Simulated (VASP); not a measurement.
Write the native input for VASP 6.6.1 that does the following.

* Task: single point
* Functional: PBE
* Potentials or basis: VASP PAW PBE potentials, release 64 (Cs_sv, Cl)
* Cutoff: 500 eV
* k mesh: 6 × 6 × 6
* Occupations: gaussian, width 0.02 eV
* Spin: no spin polarisation
* Dipole correction: no
* Further INCAR settings: ALGO = Normal; EDIFF = 1e-06; NBANDS = 15

The structure of CsCl lies in POSCAR:

```
CsCl
1.0
    4.0302054595      0.0000000000      0.0000000000
    0.0000000000      4.0302054595      0.0000000000
    0.0000000000      0.0000000000      4.0302054595
Cs Cl
1 1
Direct
    0.0000000000      0.0000000000      0.0000000000
    0.5000000000      0.5000000000      0.5000000000
```

The input as run:

INCAR

```
SYSTEM = CsCl
  PREC = Accurate
  ENCUT = 500
  EDIFF = 1E-6
  ISMEAR = 0
  SIGMA = 0.02
  LREAL = .False.
  LASPH = .True.
  NELM = 120
  ALGO = Normal
  ISIF = 2
  LWAVE = .False.
  LCHARG = .False.
  GGA = PE
  NBANDS = 15
  GGA_COMPAT = .False.
```

KPOINTS

```
Automatic mesh
0
Gamma
  6 6 6
  0 0 0
```

Potentials or basis: VASP PAW PBE potentials, release 64 (Cs_sv, Cl).

Launch:

```sh
$ cat potpaw_PBE.64/Cs_sv/POTCAR potpaw_PBE.64/Cl/POTCAR > POTCAR
$ mpirun -np 1 vasp_std > vasp.out
```

Results of the run:

```yaml
Pressure: 2.6 GPa
Band_gap_on_the_k_mesh: 5.32 eV
```

Caveat: spin-orbit coupling is left out, which moves the levels of the heavy elements.

Run time: 21 s on 1 thread of Intel Xeon 8259CL (shared host), peak memory 0.17 GiB.
